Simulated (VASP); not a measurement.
# KPrBr4 (P4/mmm) in VASP: further runs

The runs below take KPrBr4 through single point, with PBE.

Program: VASP 6.6.1. These are calculated values, not measurements. Logs are shortened: lines on timing, memory, paths and dates and some standing lists are left out, and cuts for length are marked.

## Step 1: The cell of the first run

The structure is tetragonal, space group P4/mmm (No. 123). The conventional cell has a = 5.109 Å, b = 5.109 Å, c = 7.767 Å, α = 90.00°, β = 90.00°, γ = 90.00°. Within 4.4 Å of K (site symmetry 4/mmm) lie 8 Br at 3.33 Å. Within 4.1 Å of Pr (site symmetry 4/mmm) lie 8 Br at 3.09 Å. Within 4.1 Å of Br (site symmetry 2mm) lie 2 Pr at 3.09 Å and 2 K at 3.33 Å and 5 Br at 3.49 to 3.61 Å.

## Step 2: Single point, PBE (33.79 Å³/atom)

File INCAR:

```
SYSTEM = KPrBr4
PREC = Accurate
ENCUT = 500
EDIFF = 1E-6
ISMEAR = 0
SIGMA = 0.02
LREAL = .False.
LASPH = .True.
NELM = 200
ALGO = Normal
ISIF = 2
LWAVE = .False.
LCHARG = .False.
GGA = PE
NBANDS = 33
GGA_COMPAT = .False.
LMAXMIX = 6
```

File KPOINTS:

```
Automatic mesh
0
Gamma
  6 6 4
  0 0 0
```

File POSCAR:

```
KPrBr4
1.0
    5.1093005467      0.0000000000      0.0000000000
    0.0000000000      5.1093005467      0.0000000000
    0.0000000000      0.0000000000      7.7668124174
K Pr Br
1 1 4
Direct
    0.5000000000      0.5000000000      0.5000000000
    0.0000000000      0.0000000000      0.0000000000
    0.5000000000      0.0000000000      0.7753467494
    0.0000000000      0.5000000000      0.2246532506
    0.5000000000      0.0000000000      0.2246532506
    0.0000000000      0.5000000000      0.7753467494
```

Potentials or basis: VASP PAW PBE potentials, release 64 (K_sv, Pr_3, Br), 4f in core.

On the command line:

```
> cat potpaw_PBE.64/K_sv/POTCAR potpaw_PBE.64/Pr_3/POTCAR potpaw_PBE.64/Br/POTCAR > POTCAR
> mpirun -np 1 vasp_std > vasp.out
```

OUTCAR:

```text
SYSTEM = KPrBr4
   PREC = Accurate
   ENCUT = 500
   EDIFF = 1E-6
   ISMEAR = 0
   LREAL = .False.
   LASPH = .True.
   NELM = 200
   ISIF = 2
   GGA = PE

 ion  position               nearest neighbor table
   1  0.500  0.500  0.500-
   2  0.000  0.000  0.000-   3 3.09   4 3.09   5 3.09   6 3.09   4 3.09   6 3.09   3 3.09   5 3.09

   3  0.500  0.000  0.775-   2 3.09   2 3.09
   4  0.000  0.500  0.225-   2 3.09   2 3.09
   5  0.500  0.000  0.225-   2 3.09   2 3.09
   6  0.000  0.500  0.775-   2 3.09   2 3.09

  LATTYP: Found a simple tetragonal cell.
 ALAT       =     5.1093005467
 C/A-ratio  =     1.5201322268

  Lattice vectors:

 A1 = (   5.1093005467,   0.0000000000,   0.0000000000)
 A2 = (   0.0000000000,   5.1093005467,   0.0000000000)
 A3 = (   0.0000000000,   0.0000000000,   7.7668124174)

Analysis of symmetry for initial positions (statically):
=====================================================================
 Subroutine PRICEL returns:
 Original cell was already a primitive cell.

 Routine SETGRP: Setting up the symmetry group for a
 simple tetragonal supercell.

 Subroutine GETGRP returns: Found 16 space group operations
 (whereof 16 operations were pure point group operations)
 out of a pool of 16 trial point group operations.

The static configuration has the point symmetry D_4h.

Analysis of symmetry for dynamics (positions and initial velocities):
=====================================================================
 Subroutine PRICEL returns:
 Original cell was already a primitive cell.

 Routine SETGRP: Setting up the symmetry group for a
 simple tetragonal supercell.

 Subroutine GETGRP returns: Found 16 space group operations
 (whereof 16 operations were pure point group operations)
 out of a pool of 16 trial point group operations.

The dynamic configuration has the point symmetry D_4h.

 Subroutine INISYM returns: Found 16 space group operations
 (whereof 16 operations are pure point group operations),
 and found     1 'primitive' translations

----------------------------------------------------------------------------------------

                                     Primitive cell

  volume of cell :     202.7523

[... 95 lines left out ...]
   NELM   =    200;   NELMIN=  2; NELMDL= -5     # of ELM steps
   EDIFF  = 0.1E-05   stopping-criterion for ELM
   LREAL  =      F    real-space projection
   EDIFFG = 0.1E-04   stopping-criterion for IOM
   NSW    =      0    number of steps for IOM
   IBRION =     -1    ionic relax: 0-MD 1-quasi-New 2-CG
   NFREE  =      0    steps in history (QN), initial steepest desc. (CG)
   ISIF   =      2    stress and relaxation
   ISYM   =      2    0-nonsym 1-usesym 2-fastsym
   POTIM  = 0.5000    time-step for ionic-motion
   TEBEG  =    0.0;   TEEND  =   0.0 temperature during run
   PSTRESS=    0.0 pullay stress
   NELECT =      48.0000    total number of electrons
   NUPDOWN=      -1.0000    fix difference up-down
   EMIN   =  10.00;   EMAX   =-10.00  energy-range for DOS
   EFERMI =   0.00;   METHOD = LEGACY
   ISMEAR =     0;   SIGMA  =   0.02  broadening in eV -4-tet -1-fermi 0-gaus
   EFERMI_NEDOS =   21; number of points for ismear=-14 and -15
   IALGO  =     38    algorithm
   IMIX   =      4    mixing-type and parameters
     AMIX     =   0.40;   BMIX     =  1.00
     AMIX_MAG =   1.60;   BMIX_MAG =  1.00
  volume/ion in A,a.u.               =      33.79       228.04
  Fermi-wavevector in a.u.,A,eV,Ry     =   1.012745  1.913810 13.954842  1.025652
  Thomas-Fermi vector in A             =   2.145872
   LORBIT       =      0    0 simple, 1 ext, 2 COOP (PROOUT), +10 PAW based schemes
   GGA     = PE    functional components
   LHFCALC =     F    Hartree Fock is set to
   AEXX    =    0.0000 exact exchange contribution
   IVDW    =     0    specifies the selected vdW correction
   LEPSILON=     F    determine dielectric tensor
   LRPA    =     F    only Hartree local field effects (RPA)
 non-spin polarized calculation
 Gauss-broadening in eV      SIGMA  =   0.02
  energy-cutoff  :      500.00
  volume of cell :      202.75
 maximum number of plane-waves:      5168
 NGX is ok and might be reduce to    40
   NGX = 19   NGY = 19   NGZ = 29

 number of electron      48.0000009 magnetization

 Free energy of the ion-electron system (eV)
  ---------------------------------------------------
  ext. energy  EPLUGINS =         0.00000000
  ---------------------------------------------------
  free energy    TOTEN  =       -23.27093276 eV

  energy without entropy =      -23.27093276  energy(sigma->0) =      -23.27093276

 E-fermi :   0.5203     XC(G=0):  -7.9896

 val. band max:        0.3627673598   @ k =   0.5000   0.5000   0.0000
 cond. band min:       3.0139909277   @ k =   0.0000   0.0000   0.0000
 fundamental gap:      2.6512235679
 Fermi energy:         0.5202859946

 k-point     1 :       0.0000    0.0000    0.0000
  band No.  band energies     occupation
      1     -35.9660      2.00000
      2     -28.2237      2.00000
      3     -17.9305      2.00000
      4     -17.8106      2.00000
      5     -17.8106      2.00000
      6     -13.6533      2.00000
[... 853 lines left out ...]
     32       7.6792      0.00000
     33       7.7094      0.00000

 [... further k-points ...]

------------------------ aborting loop because EDIFF is reached ----------------------------------------

  FORCE on cell =-STRESS in cart. coord.  units (eV):
  Direction    XX          YY          ZZ          XY          YZ          ZX
  --------------------------------------------------------------------------------------
  -------------------------------------------------------------------------------------
  Total        0.9100555      0.9100555      0.8078343      0.0000000      0.0000000      0.0000000
  in kB        7.1913881      7.1913881      6.3836220      0.0000000      0.0000000      0.0000000
  external PRESSURE =       6.9221327 kB  Pullay stress =       0.0000000 kB

 VOLUME and BASIS-vectors are now :
 -----------------------------------------------------------------------------
  energy-cutoff  :      500.00
  volume of cell :      202.75
      direct lattice vectors                 reciprocal lattice vectors
     5.109300547  0.000000000  0.000000000     0.195721506  0.000000000  0.000000000
     0.000000000  5.109300547  0.000000000     0.000000000  0.195721506  0.000000000
     0.000000000  0.000000000  7.766812417     0.000000000  0.000000000  0.128752949

 POSITION                                       TOTAL-FORCE (eV/Angst)
 -----------------------------------------------------------------------------------
      2.55465      2.55465      3.88341        -0.000000     -0.000000     -0.000000
      0.00000      0.00000      0.00000        -0.000000     -0.000000     -0.000000
      2.55465      0.00000      6.02197        -0.000000     -0.000000      0.018925
      0.00000      2.55465      1.74484         0.000000      0.000000     -0.018925
      2.55465      0.00000      1.74484        -0.000000     -0.000000     -0.018925
      0.00000      2.55465      6.02197        -0.000000      0.000000      0.018925
 -----------------------------------------------------------------------------------
    total drift:                                0.000000      0.000000      0.000000

  FREE ENERGIE OF THE ION-ELECTRON SYSTEM (eV)
  ---------------------------------------------------
  free  energy   TOTEN  =       -23.2709327596 eV

  energy  without entropy=      -23.2709327596  energy(sigma->0) =      -23.27093276
```

OSZICAR:

```text
N       E                     dE             d eps       ncg     rms          rms(c)
DAV:   1     0.357430745808E+03    0.35743E+03   -0.20642E+04  1980   0.123E+03
DAV:   2     0.528489869900E+01   -0.35215E+03   -0.33821E+03  2582   0.278E+02
DAV:   3    -0.231634078503E+02   -0.28448E+02   -0.28249E+02  2992   0.745E+01
DAV:   4    -0.238307120934E+02   -0.66730E+00   -0.66534E+00  2888   0.116E+01
DAV:   5    -0.238566940712E+02   -0.25982E-01   -0.25977E-01  2871   0.157E+00    0.661E+00
DAV:   6    -0.232972253517E+02    0.55947E+00   -0.82360E-01  2279   0.413E+00    0.409E+00
DAV:   7    -0.232541698679E+02    0.43055E-01   -0.49552E-01  2688   0.306E+00    0.130E+00
DAV:   8    -0.232658581669E+02   -0.11688E-01   -0.71006E-02  2678   0.119E+00    0.241E-01
DAV:   9    -0.232690532281E+02   -0.31951E-02   -0.82537E-03  2480   0.448E-01    0.137E-01
DAV:  10    -0.232702931224E+02   -0.12399E-02   -0.11108E-03  2443   0.168E-01    0.468E-02
DAV:  11    -0.232708707868E+02   -0.57766E-03   -0.44083E-04  2344   0.102E-01    0.226E-02
DAV:  12    -0.232709206603E+02   -0.49873E-04   -0.56273E-05  2534   0.348E-02    0.919E-03
DAV:  13    -0.232709324910E+02   -0.11831E-04   -0.13705E-05  2287   0.180E-02    0.382E-03
DAV:  14    -0.232709327596E+02   -0.26867E-06   -0.65711E-07  1832   0.338E-03
   1 F= -.23270933E+02 E0= -.23270933E+02  d E =-.900897E-31
```

stdout:

```text
POSCAR found type information on POSCAR K PrBr
 POSCAR found :  3 types and       6 ions
 scaLAPACK will be used
 LDA part: xc-table for (Slater+PW92), standard interpolation
 POSCAR, INCAR and KPOINTS ok, starting setup
 FFT: planning ... GRIDC
 FFT: planning ... GRID_SOFT
 FFT: planning ... GRID
 WAVECAR not read
 entering main loop
```

It took 88 s on 1 thread of Intel Xeon 6975P-C (Granite Rapids), shared host; peak memory 0.41 GiB.

What came out:

```yaml
Free_energy: -23.2709 eV
Pressure: 0.7 GPa
Largest_force: 0.019 eV/Å
Band_gap_on_the_k_mesh: 2.65 eV (least direct gap 2.95 eV)
```

Forces in eV/Å, atoms in the order of the input:
```
K    0.000  0.000  0.000
Pr   0.000  0.000  0.000
Br   0.000  0.000  0.019
Br   0.000  0.000 -0.019
Br   0.000  0.000 -0.019
Br   0.000  0.000  0.019
```

Stress tensor (GPa, compression positive):
```
0.72 0.00 0.00
0.00 0.72 0.00
0.00 0.00 0.64
```

Caveat: spin-orbit coupling is left out, which moves the levels of the heavy elements; the 4f electrons are frozen in the core, so they carry no moment and show no levels.

## Step 3: Single point, PBE

This run uses another cell than the first one, of 34.84 Å³/atom.

File INCAR:

```
PREC     = Accurate       # precision mode
ENCUT    = 500            # plane-wave cutoff, eV
EDIFF    = 1E-6           # SCF threshold, eV
ISMEAR   = 0              # smearing method
SIGMA    = 0.02           # smearing width, eV
LREAL    = F              # projectors in reciprocal space
LASPH    = T              # aspherical terms in the spheres
NELM     = 200            # most SCF steps
ALGO     = Normal         # electronic algorithm
ISIF     = 2              # what is computed and relaxed
LWAVE    = F              # write WAVECAR
LCHARG   = F              # write CHGCAR
GGA      = PE             # functional
NBANDS   = 33             # bands
GGA_COMPAT= F            
LMAXMIX  = 6              # l up to which the mixer works
```

File KPOINTS:

```
regular mesh
0
Gamma
  6 6 4
```

File POSCAR:

```
KPrBr4
1.0
    5.1492759786      0.0000000000      0.0000000000
    0.0000000000      5.1492759786      0.0000000000
    0.0000000000      0.0000000000      7.8831836615
K Pr Br
1 1 4
Direct
    0.5000000000      0.5000000000      0.5000000000
    0.0000000000      0.0000000000      0.0000000000
    0.5000000000      0.0000000000      0.7783794135
    0.0000000000      0.5000000000      0.2216205865
    0.5000000000      0.0000000000      0.2216205865
    0.0000000000      0.5000000000      0.7783794135
```

Potentials or basis: VASP PAW PBE potentials, release 64 (K_sv, Pr_3, Br), 4f in core.

On the command line:

```
> cat potpaw_PBE.64/K_sv/POTCAR potpaw_PBE.64/Pr_3/POTCAR potpaw_PBE.64/Br/POTCAR > POTCAR
> mpirun -np 1 vasp_std > vasp.out
```

OUTCAR:

```text
PREC = Accurate
   ENCUT = 500
   EDIFF = 1E-6
   ISMEAR = 0
   LREAL = F
   LASPH = T
   NELM = 200
   ISIF = 2
   GGA = PE

 ion  position               nearest neighbor table
   1  0.500  0.500  0.500-
   2  0.000  0.000  0.000-   3 3.11   4 3.11   5 3.11   6 3.11   4 3.11   6 3.11   3 3.11   5 3.11

   3  0.500  0.000  0.778-   2 3.11   2 3.11
   4  0.000  0.500  0.222-   2 3.11   2 3.11
   5  0.500  0.000  0.222-   2 3.11   2 3.11
   6  0.000  0.500  0.778-   2 3.11   2 3.11

  LATTYP: Found a simple tetragonal cell.
 ALAT       =     5.1492759786
 C/A-ratio  =     1.5309305025

  Lattice vectors:

 A1 = (   5.1492759786,   0.0000000000,   0.0000000000)
 A2 = (   0.0000000000,   5.1492759786,   0.0000000000)
 A3 = (   0.0000000000,   0.0000000000,   7.8831836615)

Analysis of symmetry for initial positions (statically):
=====================================================================
 Subroutine PRICEL returns:
 Original cell was already a primitive cell.

[... 178 lines left out ...]
 E-fermi :   0.2722     XC(G=0):  -7.8558

 val. band max:        0.1781245112   @ k =   0.5000   0.5000   0.0000
 cond. band min:       2.8386553648   @ k =   0.0000   0.0000   0.0000
 fundamental gap:      2.6605308537
 Fermi energy:         0.2722132797

 k-point     1 :       0.0000    0.0000    0.0000
  band No.  band energies     occupation
      1     -36.2061      2.00000
      2     -28.4933      2.00000
      3     -18.1505      2.00000
      4     -18.0374      2.00000
      5     -18.0374      2.00000
      6     -13.7632      2.00000
[... 853 lines left out ...]
     32       7.3020      0.00000
     33       7.3546      0.00000

 [... further k-points ...]

------------------------ aborting loop because EDIFF is reached ----------------------------------------

  FORCE on cell =-STRESS in cart. coord.  units (eV):
  Direction    XX          YY          ZZ          XY          YZ          ZX
  --------------------------------------------------------------------------------------
  -------------------------------------------------------------------------------------
  Total       -0.0704224     -0.0704224     -0.0128706      0.0000000     -0.0000000      0.0000000
  in kB       -0.5397929     -0.5397929     -0.0986538      0.0000000     -0.0000000      0.0000000
  external PRESSURE =      -0.3927466 kB  Pullay stress =       0.0000000 kB

 VOLUME and BASIS-vectors are now :
 -----------------------------------------------------------------------------
  energy-cutoff  :      500.00
  volume of cell :      209.02
      direct lattice vectors                 reciprocal lattice vectors
     5.149275979  0.000000000  0.000000000     0.194202060  0.000000000  0.000000000
     0.000000000  5.149275979  0.000000000     0.000000000  0.194202060  0.000000000
     0.000000000  0.000000000  7.883183662     0.000000000  0.000000000  0.126852303

 POSITION                                       TOTAL-FORCE (eV/Angst)
 -----------------------------------------------------------------------------------
      2.57464      2.57464      3.94159         0.000000     -0.000000     -0.000000
      0.00000      0.00000      0.00000         0.000000     -0.000000     -0.000000
      2.57464      0.00000      6.13611         0.000000     -0.000000      0.010660
      0.00000      2.57464      1.74708         0.000000      0.000000     -0.010660
      2.57464      0.00000      1.74708        -0.000000     -0.000000     -0.010660
      0.00000      2.57464      6.13611         0.000000      0.000000      0.010660
 -----------------------------------------------------------------------------------
    total drift:                                0.000000      0.000000     -0.000000

  FREE ENERGIE OF THE ION-ELECTRON SYSTEM (eV)
  ---------------------------------------------------
  free  energy   TOTEN  =       -23.2849913422 eV

  energy  without entropy=      -23.2849913422  energy(sigma->0) =      -23.28499134
```

OSZICAR:

```text
N       E                     dE             d eps       ncg     rms          rms(c)
DAV:   1     0.355172550780E+03    0.35517E+03   -0.20323E+04  1980   0.122E+03
DAV:   2     0.594188662051E+01   -0.34923E+03   -0.33466E+03  2593   0.276E+02
DAV:   3    -0.231734147665E+02   -0.29115E+02   -0.28891E+02  2984   0.751E+01
DAV:   4    -0.238695180210E+02   -0.69610E+00   -0.69395E+00  2830   0.120E+01
DAV:   5    -0.239000371406E+02   -0.30519E-01   -0.30511E-01  2920   0.172E+00    0.640E+00
DAV:   6    -0.233142836293E+02    0.58575E+00   -0.86215E-01  2199   0.417E+00    0.394E+00
DAV:   7    -0.232673664311E+02    0.46917E-01   -0.50649E-01  2694   0.305E+00    0.130E+00
DAV:   8    -0.232797228093E+02   -0.12356E-01   -0.70090E-02  2734   0.118E+00    0.248E-01
DAV:   9    -0.232830524015E+02   -0.33296E-02   -0.91044E-03  2472   0.466E-01    0.139E-01
DAV:  10    -0.232843046150E+02   -0.12522E-02   -0.11740E-03  2534   0.170E-01    0.501E-02
DAV:  11    -0.232849286862E+02   -0.62407E-03   -0.47924E-04  2315   0.108E-01    0.234E-02
DAV:  12    -0.232849801124E+02   -0.51426E-04   -0.61858E-05  2584   0.366E-02    0.944E-03
DAV:  13    -0.232849910561E+02   -0.10944E-04   -0.12868E-05  2292   0.179E-02    0.404E-03
DAV:  14    -0.232849913422E+02   -0.28604E-06   -0.68830E-07  1864   0.339E-03
   1 F= -.23284991E+02 E0= -.23284991E+02  d E =-.191602E-13
```

stdout:

```text
POSCAR found type information on POSCAR K PrBr
 POSCAR found :  3 types and       6 ions
 scaLAPACK will be used
 LDA part: xc-table for (Slater+PW92), standard interpolation
 POSCAR, INCAR and KPOINTS ok, starting setup
 FFT: planning ... GRIDC
 FFT: planning ... GRID_SOFT
 FFT: planning ... GRID
 WAVECAR not read
 entering main loop
```

Wall time 90 s (1 thread of Intel Xeon 6975P-C (Granite Rapids), shared host); peak memory 0.41 GiB.

What came out:

```yaml
Free_energy: -23.2850 eV
Pressure: 0.0 GPa
Largest_force: 0.011 eV/Å
Band_gap_on_the_k_mesh: 2.66 eV (least direct gap 2.93 eV)
```

Forces in eV/Å, atoms in the order of the input:
```
K    0.000  0.000  0.000
Pr   0.000  0.000  0.000
Br   0.000  0.000  0.011
Br   0.000  0.000 -0.011
Br   0.000  0.000 -0.011
Br   0.000  0.000  0.011
```

Caveat: spin-orbit coupling is left out, which moves the levels of the heavy elements; the 4f electrons are frozen in the core, so they carry no moment and show no levels. A k mesh can miss the band edges.

[end of part 1 of 2]
